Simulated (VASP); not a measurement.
**Ta2SiO2: single point with PBE**

The system is Ta2SiO2.

```
CELL_PARAMETERS angstrom
2.92071 0.00000 0.00000
-1.46035 2.52941 0.00000
0.00000 0.00000 9.68365
ATOMIC_POSITIONS crystal
Ta 0.66667 0.33333 0.62730
Ta 0.33333 0.66667 0.37270
Si 0.00000 0.00000 0.00000
O 0.33333 0.66667 0.75939
O 0.66667 0.33333 0.24061
```

```json
{"Program": "VASP 6.6.1", "Task": "single point", "Functional": "PBE", "Potentials or basis": "VASP PAW PBE potentials, release 64 (Ta_sv_GW, Si, O)", "Cutoff": "700 eV", "k mesh": "6 × 6 × 4", "Occupations": "gaussian, width 0.1 eV", "Spin": "no spin polarisation", "Dipole correction": "no", "Further INCAR settings": "ALGO = Normal; EDIFF = 1e-06; NBANDS = 29"}
```

- Pressure: 0.1 GPa
- Largest force: 0.077 eV/Å
- Band gap on the k mesh: zero (bands 21 and 22 overlap by 2.39 eV)

Forces in eV/Å, atoms in the order of the input:
```
Ta   0.000  0.000 -0.077
Ta   0.000  0.000  0.077
Si   0.000  0.000  0.000
O    0.000  0.000  0.071
O    0.000  0.000 -0.071
```

Levels at points of the mesh, in eV from the Fermi level:
```tsv
k point	band 19	band 20	band 21	band 22	band 23	band 24
(0.00, 0.00, 0.00)	-2.17	0.73	1.06	1.06	1.26	1.69
(0.50, 0.00, 0.00)	-2.43	-1.49	-1.23	0.39	2.57	2.81
(0.00, 0.00, 0.50)	-0.59	-0.41	1.06	1.06	1.56	1.69
(0.50, 0.00, 0.50)	-2.46	-1.34	-1.06	0.39	2.49	2.84
```

Run time: 2.7 min on 1 thread of AMD EPYC 7R43 64-Core Processor (Zen 3), on a shared host, peak memory 0.24 GiB.

Caveat: the k points lie up to 0.41 Å⁻¹ apart, too coarse for converged energies and pressures of a metal; spin-orbit coupling is left out, which moves the levels of the heavy elements.
